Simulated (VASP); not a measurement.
# Ru (P6_3/mmc) in VASP: a series of runs, part 2 of 2

VASP 6.6.1.

### Step 3. Relaxation of cell and atoms, PBE

This run uses another cell than the first one, of 13.55 Å³/atom, 0.985 times its volume.

The input, INCAR:

```
SYSTEM = Ru
ALGO     = Normal         ! electronic algorithm
EDIFF    = 1E-6           ! SCF threshold, eV
EDIFFG   = -0.005         ! ionic threshold
ENCUT    = 600            ! plane-wave cutoff, eV
GGA      = PE             ! functional
IBRION   = 2              ! ionic algorithm
ISIF     = 3              ! what is computed and relaxed
ISMEAR   = 1              ! smearing method
LASPH    = .True.         ! aspherical terms in the spheres
LCHARG   = .False.        ! write CHGCAR
LREAL    = .False.        ! projectors in reciprocal space
LWAVE    = .False.        ! write WAVECAR
NELM     = 80             ! most SCF steps
NSW      = 80             ! ionic steps
PREC     = Accurate       ! precision mode
SIGMA    = 0.1            ! smearing width, eV
```

The input, KPOINTS:

```
k-points
0
Gamma
  16 16 9
  0 0 0
```

The input, POSCAR:

```
Ru
1.0
    2.7078263000      0.0000000000      0.0000000000
   -1.3539132000      2.3450464000      0.0000000000
    0.0000000000      0.0000000000      4.2681018000
Ru
2
Direct
    0.3333333300      0.6666666700      0.2500000000
    0.6666666700      0.3333333300      0.7500000000
```

Potentials or basis: VASP PAW PBE potentials, release 64 (Ru_pv).

Started as:

```bash
$ cat potpaw_PBE.64/Ru_pv/POTCAR > POTCAR
$ mpirun -np 1 vasp_std > vasp.out
```

OUTCAR:

```text
SYSTEM = Ru
   EDIFF = 1E-6
   EDIFFG = -0.005
   ENCUT = 600
   GGA = PE
   IBRION = 2
   ISIF = 3
   ISMEAR = 1
   LASPH = .True.
   LREAL = .False.
   NELM = 80
   NSW = 80
   PREC = Accurate

 ion  position               nearest neighbor table
   1  0.333  0.667  0.250-   2 2.65   2 2.65   2 2.65   2 2.65   2 2.65   2 2.65
   2  0.667  0.333  0.750-   1 2.65   1 2.65   1 2.65   1 2.65   1 2.65   1 2.65

  LATTYP: Found a hexagonal cell.
 ALAT       =     2.7078263000
 C/A-ratio  =     1.5762095966

  Lattice vectors:

 A1 = (   2.7078263000,   0.0000000000,   0.0000000000)
 A2 = (  -1.3539132000,   2.3450464000,   0.0000000000)
 A3 = (   0.0000000000,   0.0000000000,   4.2681018000)

Analysis of symmetry for initial positions (statically):
=====================================================================
 Subroutine PRICEL returns:
 Original cell was already a primitive cell.
[... 365 lines left out ...]

 E-fermi :  12.6162     XC(G=0): -14.0393

 val. band max:       12.6038266969   @ k =   0.1250   0.0625   0.3333
 cond. band min:      12.6186901698   @ k =   0.4375   0.0625   0.3333
 fundamental gap:      0.0148634730
 Fermi energy:        12.6162208794

 k-point     1 :       0.0000    0.0000    0.0000
  band No.  band energies     occupation
      1     -31.0084      2.00000
      2     -30.1171      2.00000
      3     -30.1171      2.00000
      4     -29.9494      2.00000
      5     -29.9494      2.00000
      6     -29.9023      2.00000
[... 481 lines left out ...]
      5     -30.1490      2.00000
      6     -30.1228      2.00000
[... 10 lines left out ...]
     17      15.0904      0.00000
     18      22.7272      0.00000

 [... further k-points ...]

------------------------ aborting loop because EDIFF is reached ----------------------------------------

  FORCE on cell =-STRESS in cart. coord.  units (eV):
  Direction    XX          YY          ZZ          XY          YZ          ZX
  --------------------------------------------------------------------------------------
  -------------------------------------------------------------------------------------
  Total        0.0075120      0.0075120      0.0066658     -0.0000000      0.0000000     -0.0000000
  in kB        0.4374842      0.4374842      0.3882008     -0.0000000      0.0000000     -0.0000000
  external PRESSURE =       0.4210564 kB  Pullay stress =       0.0000000 kB
[... 17 lines left out ...]
  FREE ENERGIE OF THE ION-ELECTRON SYSTEM (eV)
  ---------------------------------------------------
  free  energy   TOTEN  =       -18.4716797420 eV

  energy  without entropy=      -18.4724820965  energy(sigma->0) =      -18.47194719

 reached required accuracy - stopping structural energy minimisation
```

OSZICAR:

```text
N       E                     dE             d eps       ncg     rms          rms(c)
DAV:   1     0.306872715507E+03    0.30687E+03   -0.19663E+04  5400   0.193E+03
DAV:   2    -0.126369744092E+02   -0.31951E+03   -0.31334E+03  5676   0.521E+02
DAV:   3    -0.197229657534E+02   -0.70860E+01   -0.68517E+01  5738   0.827E+01
DAV:   4    -0.198143534970E+02   -0.91388E-01   -0.90486E-01  6442   0.761E+00
[... 82 lines left out ...]
DAV:   1    -0.184718885170E+02   -0.21851E-03   -0.45241E-03  5430   0.823E-01    0.118E-01
DAV:   2    -0.184716784880E+02    0.21003E-03   -0.62903E-04  5424   0.264E-01    0.195E-02
DAV:   3    -0.184716753430E+02    0.31451E-05   -0.32122E-05  5480   0.533E-02    0.113E-02
DAV:   4    -0.184716797401E+02   -0.43971E-05   -0.24446E-06  4520   0.151E-02    0.146E-03
DAV:   5    -0.184716797420E+02   -0.18940E-08   -0.28800E-07  2700   0.558E-03
  14 F= -.18471680E+02 E0= -.18471947E+02  d E =-.194413E-05
```

CONTCAR:

```text
Ru
   1.00000000000000
     2.7223177556825191   -0.0000000003093631   -0.0000000000000000
    -1.3611589283767604    2.3575963694785931    0.0000000000000000
    -0.0000000000000000    0.0000000000000000    4.2864414543485898
  Ru
     2
Direct
     0.3333333300000021    0.6666666699999979    0.2500000000000000
     0.6666666699999979    0.3333333300000021    0.7500000000000000

  0.00000000E+00  0.00000000E+00  0.00000000E+00
  0.00000000E+00  0.00000000E+00  0.00000000E+00
```

Run time: 6.5 min. Hardware: 1 thread of Intel Xeon Platinum 8375C at 2.90GHz (Ice Lake), shared host; peak memory 0.21 GiB.

What came out:

* Free energy: -18.4717 eV
* Relaxed volume: 13.76 Å³/atom
* Relaxed cell: a = 2.722 Å, b = 2.722 Å, c = 4.286 Å, α = 90.00°, β = 90.00°, γ = 120.00°
* Space group after relaxing (to 0.05 Å): P6_3/mmc (No. 194)
* Energy gained by relaxing: 3.1 meV/atom
* Ionic steps: 14
* Pressure after relaxing: 0.0 GPa
* Band gap on the k mesh: zero (band 14 reaches 14.14 eV, above the bottom of band 15 at 11.06 eV)

Step by step:
```
step  energy change (eV)  largest force (eV/Å)  pressure (GPa)  volume (Å³)
   1              0.0000                0.0000            4.92        27.10
   2              0.0453                0.0000          -12.60        28.77
   3             -0.0062                0.0000           -0.08        27.52
   4             -0.0062                0.0000           -0.03        27.51
   5             -0.0062                0.0000            0.07        27.50
   6             -0.0062                0.0000            0.09        27.51
   7             -0.0062                0.0000            0.09        27.51
   8             -0.0062                0.0000            0.09        27.51
   9             -0.0062                0.0000            0.09        27.50
  10             -0.0062                0.0000            0.09        27.51
  11             -0.0062                0.0000            0.09        27.51
  12             -0.0062                0.0000            0.09        27.51
  13             -0.0062                0.0000           -0.12        27.53
  14             -0.0062                0.0000            0.04        27.51
```

Final structure:
```
Ru
1.0
     2.72232    0.00000    0.00000
    -1.36116    2.35760    0.00000
     0.00000    0.00000    4.28644
Ru
2
Cartesian
  0.0000 1.5717 1.0716
  1.3612 0.7859 3.2148
```
